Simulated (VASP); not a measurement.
# InAs (Fm-3m) in VASP: further runs

InAs is run at these levels: LDA; tasks: single point, relaxation of cell and atoms.

Program: VASP 6.6.1. These are calculated values, not measurements. Logs are shortened: lines on timing, memory, paths and dates and some standing lists are left out, and cuts for length are marked.

### 1 The cell of the first run

The structure is cubic, space group Fm-3m (No. 225). Conventional cell: a = 5.755 Å, b = 5.755 Å, c = 5.755 Å, α = 90.00°, β = 90.00°, γ = 90.00°. In (site symmetry m-3m) has 6 As at 2.88 Å within 3.8 Å. As (site symmetry m-3m) has 6 In at 2.88 Å within 3.8 Å.

### 2 Single point, LDA

Contents of INCAR:

```
SYSTEM = InAs
  PREC = Accurate
  ENCUT = 500
  EDIFF = 1E-6
  ISMEAR = 0
  SIGMA = 0.1
  LREAL = .FALSE.
  LASPH = .TRUE.
  NELM = 120
  ALGO = Normal
  ISIF = 2
  LWAVE = .FALSE.
  LCHARG = .TRUE.
  LELF = .TRUE.
  LVHAR = .TRUE.
  NBANDS = 16
  GGA_COMPAT = .FALSE.
```

Contents of KPOINTS:

```
Automatic mesh
0
G
  6 6 6
  0 0 0
```

Contents of POSCAR:

```
InAs
1.0
    0.0000000000      2.8773040000      2.8773040000
    2.8773040000      0.0000000000      2.8773040000
    2.8773040000      2.8773040000      0.0000000000
In As
1 1
Direct
    0.5000000000      0.5000000000      0.5000000000
    0.0000000000      0.0000000000      0.0000000000
```

Potentials or basis: VASP PAW LDA potentials, release 64 (In_d, As).

The run is started by

```
$ cat potpaw_LDA.64/In_d/POTCAR potpaw_LDA.64/As/POTCAR > POTCAR
$ mpirun -np 1 vasp_std > vasp.out
```

OUTCAR:

```text
SYSTEM = InAs
   PREC = Accurate
   ENCUT = 500
   EDIFF = 1E-6
   ISMEAR = 0
   LREAL = .FALSE.
   LASPH = .TRUE.
   NELM = 120
   ISIF = 2

 ion  position               nearest neighbor table
   1  0.500  0.500  0.500-   2 2.88   2 2.88   2 2.88   2 2.88   2 2.88   2 2.88
   2  0.000  0.000  0.000-   1 2.88   1 2.88   1 2.88   1 2.88   1 2.88   1 2.88

  LATTYP: Found a face centered cubic cell.
 ALAT       =     5.7546080000

  Lattice vectors:

 A1 = (   0.0000000000,   2.8773040000,   2.8773040000)
 A2 = (   2.8773040000,   0.0000000000,   2.8773040000)
 A3 = (   2.8773040000,   2.8773040000,   0.0000000000)

Analysis of symmetry for initial positions (statically):
=====================================================================
 Subroutine PRICEL returns:
 Original cell was already a primitive cell.

 Routine SETGRP: Setting up the symmetry group for a
 face centered cubic supercell.

 Subroutine GETGRP returns: Found 48 space group operations
 (whereof 48 operations were pure point group operations)
 out of a pool of 48 trial point group operations.

The static configuration has the point symmetry O_h .

Analysis of symmetry for dynamics (positions and initial velocities):
=====================================================================
 Subroutine PRICEL returns:
 Original cell was already a primitive cell.

 Routine SETGRP: Setting up the symmetry group for a
 face centered cubic supercell.

 Subroutine GETGRP returns: Found 48 space group operations
 (whereof 48 operations were pure point group operations)
 out of a pool of 48 trial point group operations.

The dynamic configuration has the point symmetry O_h .

 Subroutine INISYM returns: Found 48 space group operations
 (whereof 48 operations are pure point group operations),
 and found     1 'primitive' translations

----------------------------------------------------------------------------------------

                                     Primitive cell

  volume of cell :      47.6417

  direct lattice vectors                    reciprocal lattice vectors
     0.000000000  2.877304000  2.877304000    -0.173773783  0.173773783  0.173773783
     2.877304000  0.000000000  2.877304000     0.173773783 -0.173773783  0.173773783
     2.877304000  2.877304000  0.000000000     0.173773783  0.173773783 -0.173773783

  length of vectors
     4.069122340  4.069122340  4.069122340     0.300985021  0.300985021  0.300985021

  position of ions in fractional coordinates (direct lattice)
     0.500000000  0.500000000  0.500000000
     0.000000000  0.000000000  0.000000000

  ion indices of the primitive-cell ions
   primitive index   ion index
                 1           1
                 2           2

----------------------------------------------------------------------------------------

 KPOINTS: Automatic mesh

Automatic generation of k-mesh.
 Grid dimensions read from file:
 generate k-points for:    6    6    6

 Generating k-lattice:

  Cartesian coordinates                     Fractional coordinates (reciprocal lattice)
    -0.028962297  0.028962297  0.028962297     0.166666667  0.000000000  0.000000000
     0.028962297 -0.028962297  0.028962297     0.000000000  0.166666667  0.000000000
     0.028962297  0.028962297 -0.028962297     0.000000000  0.000000000  0.166666667

  Length of vectors
     0.050164170  0.050164170  0.050164170

  Shift w.r.t. Gamma in fractional coordinates (k-lattice)
     0.000000000  0.000000000  0.000000000

 Subroutine IBZKPT returns following result:
 ===========================================

 Found     16 irreducible k-points:

 Following reciprocal coordinates:
            Coordinates               Weight
  0.000000  0.000000  0.000000      1.000000
  0.166667  0.000000  0.000000      8.000000
  0.333333  0.000000  0.000000      8.000000
  0.500000  0.000000  0.000000      4.000000
  0.166667  0.166667  0.000000      6.000000
  0.333333  0.166667  0.000000     24.000000
[... 8 lines left out ...]
 -0.333333  0.333333  0.166667     24.000000
 -0.333333  0.500000  0.166667     12.000000
   k-points           NKPTS =     16   k-points in BZ     NKDIM =     16   number of bands    NBANDS=     16
   number of dos      NEDOS =    301   number of ions     NIONS =      2
   total plane-waves  NPLWV =  27000
   dimension x,y,z NGX =    30 NGY =   30 NGZ =   30
   dimension x,y,z NGXF=    60 NGYF=   60 NGZF=   60
   ions per type =               1   1
   NGX,Y,Z   is equivalent  to a cutoff of  12.26, 12.26, 12.26 a.u.
   NGXF,Y,Z  is equivalent  to a cutoff of  24.51, 24.51, 24.51 a.u.
 SYSTEM =  InAs
   PREC   = accura    normal or accurate (medium, high low for compatibility)
   ISTART =      0    job   : 0-new  1-cont  2-samecut
   ICHARG =      2    charge: 1-file 2-atom 10-const
   ISPIN  =      1    spin polarized calculation?
   LNONCOLLINEAR =      F non collinear calculations
   LSORBIT =      F    spin-orbit coupling
   LASPH  =      T    aspherical Exc in radial PAW
   ENCUT  =  500.0 eV  36.75 Ry    6.06 a.u.   7.42  7.42  7.42*2*pi/ulx,y,z
   NELM   =    120;   NELMIN=  2; NELMDL= -5     # of ELM steps
   EDIFF  = 0.1E-05   stopping-criterion for ELM
   LREAL  =      F    real-space projection
   EDIFFG = 0.1E-04   stopping-criterion for IOM
   NSW    =      0    number of steps for IOM
   IBRION =     -1    ionic relax: 0-MD 1-quasi-New 2-CG
   NFREE  =      0    steps in history (QN), initial steepest desc. (CG)
   ISIF   =      2    stress and relaxation
   ISYM   =      2    0-nonsym 1-usesym 2-fastsym
   POTIM  = 0.5000    time-step for ionic-motion
   TEBEG  =    0.0;   TEEND  =   0.0 temperature during run
   PSTRESS=    0.0 pullay stress
   NELECT =      18.0000    total number of electrons
   NUPDOWN=      -1.0000    fix difference up-down
   EMIN   =  10.00;   EMAX   =-10.00  energy-range for DOS
   EFERMI =   0.00;   METHOD = LEGACY
   ISMEAR =     0;   SIGMA  =   0.10  broadening in eV -4-tet -1-fermi 0-gaus
   EFERMI_NEDOS =   21; number of points for ismear=-14 and -15
   IALGO  =     38    algorithm
   IMIX   =      4    mixing-type and parameters
     AMIX     =   0.40;   BMIX     =  1.00
     AMIX_MAG =   1.60;   BMIX_MAG =  1.00
  volume/ion in A,a.u.               =      23.82       160.75
  Fermi-wavevector in a.u.,A,eV,Ry     =   1.183505  2.236499 19.057448  1.400683
  Thomas-Fermi vector in A             =   2.319738
   LORBIT       =      0    0 simple, 1 ext, 2 COOP (PROOUT), +10 PAW based schemes
   GGA     = CA    functional components
   LHFCALC =     F    Hartree Fock is set to
   AEXX    =    0.0000 exact exchange contribution
   IVDW    =     0    specifies the selected vdW correction
   LEPSILON=     F    determine dielectric tensor
   LRPA    =     F    only Hartree local field effects (RPA)
 non-spin polarized calculation
 Gauss-broadening in eV      SIGMA  =   0.10
  energy-cutoff  :      500.00
  volume of cell :       47.64
 maximum number of plane-waves:      1243
 NGX is ok and might be reduce to    30
   NGX = 15   NGY = 15   NGZ = 15

 number of electron      18.0000002 magnetization

 Free energy of the ion-electron system (eV)
  ---------------------------------------------------
  ext. energy  EPLUGINS =         0.00000000
  ---------------------------------------------------
  free energy    TOTEN  =        -8.73099150 eV

  energy without entropy =       -8.72146160  energy(sigma->0) =       -8.72622655

 E-fermi :   5.8094     XC(G=0): -10.3346

 val. band max:        5.8078035842   @ k =   0.3333   0.0000   0.0000
 cond. band min:       5.9683831687   @ k =   0.5000   0.0000   0.0000
 fundamental gap:      0.1605795845
 Fermi energy:         5.8094231068

 k-point     1 :       0.0000    0.0000    0.0000
  band No.  band energies     occupation
      1      -8.4865      2.00000
      2      -8.4865      2.00000
      3      -8.4633      2.00000
      4      -8.4633      2.00000
      5      -8.4633      2.00000
      6      -6.3555      2.00000
[... 8 lines left out ...]
     15      13.1194      0.00000
     16      13.1194      0.00000

 k-point     2 :       0.1667    0.0000    0.0000
  band No.  band energies     occupation
      1      -8.4976      2.00000
      2      -8.4976      2.00000
      3      -8.4639      2.00000
      4      -8.4508      2.00000
      5      -8.4508      2.00000
      6      -6.0600      2.00000
[... 8 lines left out ...]
     15      13.7684      0.00000
     16      13.7684      0.00000

 k-point     3 :       0.3333    0.0000    0.0000
  band No.  band energies     occupation
      1      -8.5232      2.00000
      2      -8.5232      2.00000
      3      -8.4671      2.00000
      4      -8.4222      2.00000
      5      -8.4222      2.00000
      6      -5.2806      2.00000
[... 8 lines left out ...]
     15      15.5469      0.00000
     16      15.5469      0.00000

 k-point     4 :       0.5000    0.0000    0.0000
  band No.  band energies     occupation
      1      -8.5362      2.00000
      2      -8.5362      2.00000
      3      -8.4695      2.00000
      4      -8.4075      2.00000
      5      -8.4075      2.00000
      6      -4.6881      2.00000
[... 8 lines left out ...]
     15      17.6202      0.00000
     16      17.6202      0.00000
[... 172 lines left out ...]
 k-point    14 :       0.5000    0.3333    0.1667
  band No.  band energies     occupation
      1      -8.6290      2.00000
      2      -8.4951      2.00000
      3      -8.4685      2.00000
      4      -8.4190      2.00000
      5      -8.4055      2.00000
      6      -4.5513      2.00000
[... 8 lines left out ...]
     15      17.5735      0.00000
     16      17.7245      0.00000

 k-point    15 :      -0.3333    0.3333    0.1667
  band No.  band energies     occupation
      1      -8.6469      2.00000
      2      -8.5040      2.00000
      3      -8.4477      2.00000
      4      -8.4383      2.00000
      5      -8.3937      2.00000
      6      -4.0568      2.00000
[... 8 lines left out ...]
     15      15.4624      0.00000
     16      19.0950      0.00000

 k-point    16 :      -0.3333    0.5000    0.1667
  band No.  band energies     occupation
      1      -8.7038      2.00000
      2      -8.4813      2.00000
      3      -8.4740      2.00000
      4      -8.4152      2.00000
      5      -8.3830      2.00000
      6      -3.8076      2.00000
[... 8 lines left out ...]
     15      17.2889      0.00000
     16      19.9569      0.00000

------------------------ aborting loop because EDIFF is reached ----------------------------------------

  FORCE on cell =-STRESS in cart. coord.  units (eV):
  Direction    XX          YY          ZZ          XY          YZ          ZX
  --------------------------------------------------------------------------------------
  -------------------------------------------------------------------------------------
  Total       -1.4931736     -1.4931736     -1.4931736      0.0000000      0.0000000     -0.0000000
  in kB      -50.2150194    -50.2150194    -50.2150194      0.0000000      0.0000000     -0.0000000
  external PRESSURE =     -50.2150194 kB  Pullay stress =       0.0000000 kB

 VOLUME and BASIS-vectors are now :
 -----------------------------------------------------------------------------
  energy-cutoff  :      500.00
  volume of cell :       47.64
      direct lattice vectors                 reciprocal lattice vectors
     0.000000000  2.877304000  2.877304000    -0.173773783  0.173773783  0.173773783
     2.877304000  0.000000000  2.877304000     0.173773783 -0.173773783  0.173773783
     2.877304000  2.877304000  0.000000000     0.173773783  0.173773783 -0.173773783

 POSITION                                       TOTAL-FORCE (eV/Angst)
 -----------------------------------------------------------------------------------
      2.87730      2.87730      2.87730         0.000000     -0.000000     -0.000000
      0.00000      0.00000      0.00000        -0.000000      0.000000      0.000000
 -----------------------------------------------------------------------------------
    total drift:                                0.000000      0.000000      0.000000

  FREE ENERGIE OF THE ION-ELECTRON SYSTEM (eV)
  ---------------------------------------------------
  free  energy   TOTEN  =        -8.7309914962 eV

  energy  without entropy=       -8.7214615988  energy(sigma->0) =       -8.72622655
```

Run time: 9.8 s. Hardware: 1 thread of Intel Xeon Platinum 8375C at 2.90GHz (Ice Lake), shared host; peak memory 0.15 GiB.

Results:

| Property | Result |
| --- | --- |
| Free energy | -8.7310 eV |
| Pressure | -5.0 GPa |
| Band gap on the k mesh | zero (bands 9 and 10 overlap by 2.61 eV) |

Levels at points of the mesh, in eV from the Fermi level:
```csv
k point,band 6,band 7,band 8,band 9,band 10,band 11,band 12,band 13
"(0.00, 0.00, 0.00)",-12.16,-0.87,-0.25,-0.25,-0.25,7.18,7.18,7.18
"(0.50, 0.00, 0.00)",-10.50,-6.60,0.16,0.16,2.01,3.16,3.16,4.25
"(0.50, 0.50, 0.00)",-9.62,-4.74,-3.11,-2.27,-2.27,3.86,9.00,9.00
```

Caveat: the cell stands under tension; spin-orbit coupling is left out, which moves the levels of the heavy elements.

(Continued in part 2 of 2.)

The gap in the log of VASP goes by the Fermi energy; the results here count the filled bands.